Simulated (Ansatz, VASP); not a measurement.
Au in VASP and in Ansatz

```
CELL_PARAMETERS angstrom
2.94022 0.00000 0.00000
0.00000 4.15809 0.00000
0.00000 0.00000 20.88043
ATOMIC_POSITIONS crystal
Au 0.50000 0.50000 0.35919
Au 0.00000 0.00000 0.42959
Au 0.50000 0.50000 0.50000
Au 0.00000 0.00000 0.57041
Au 0.50000 0.50000 0.64081
```

Alike in both runs: task single point; functional PBE; k mesh 12 × 8 × 1; occupations gaussian, width 0.1 eV; no spin polarisation.

|  | VASP | Ansatz |
| --- | --- | --- |
| version | VASP 6.6.1 | Ansatz 0.2.0 |
| potentials or method | VASP PAW PBE potentials, release 64 (Au), cutoff 520 eV | scalar-relativistic, plane waves, PAW |
| valence electrons in the cell | 55 | 95 |

Ansatz gave:

- gap on the k mesh at the Fermi level (eV): none
- rms of the force components (eV/Å): 0.223
- work function, face that differs most (eV): 4.98

**Question.** Estimate VASP's values.

**Answer.** gap on the k mesh at the Fermi level (eV): none; rms of the force components (eV/Å): 0.223; work function, face that differs most (eV): 4.99.

Atom by atom the forces differ by 0.003 eV/Å (rms over components). A gap of «none» marks a metal or a gap that the smearing closes. The functional is the same, so the differences come from potentials, cutoffs and numerics. VASP's potentials hold 55 valence electrons a cell and Ansatz's 95, so a difference there can come from the potentials and not from the codes.

Neither program's run includes spin-orbit coupling.
